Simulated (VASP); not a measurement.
The system is MgF2.

```
Mg F
1.0
     4.43714    0.00000    0.00000
     0.00000    4.43714    0.00000
     0.00000    0.00000    2.92427
Mg F
2 4
Direct
  0.00000 0.00000 0.00000
  0.50000 0.50000 0.50000
  0.30103 0.30103 0.00000
  0.19897 0.80103 0.50000
  0.80103 0.19897 0.50000
  0.69897 0.69897 0.00000
```

This cell differs from its parent crystal: strain -4.0%.

Base run:

- Program: VASP 6.6.1
- Functional: PBE
- Potentials or basis: VASP PAW PBE potentials, release 64 (Mg, F)
- Cutoff: 600 eV
- k mesh: 6 × 6 × 8
- Occupations: fermi-dirac, width 0.02 eV
- Spin: no spin polarisation

Its results: band gap on the k mesh 8.02 eV; pressure 21.6 GPa; largest force 0.024 eV/Å.

Question: The run is repeated on the same cell with these changes: functional from PBE to r2SCAN; cutoff from 600 eV to 660 eV; occupations from fermi-dirac, width 0.02 eV to gaussian, width 0.01 eV. What comes out?

Answer: Band gap on the k mesh 8.95 eV; pressure 15.3 GPa; largest force 0.011 eV/Å.

Caveats: the cell stands under pressure; the structure was generated, so it needn't be the stable form of MgF2; the PAW data sets were made with another functional, which shifts forces and pressure a little (at least some runs).

A k mesh can miss the band edges.
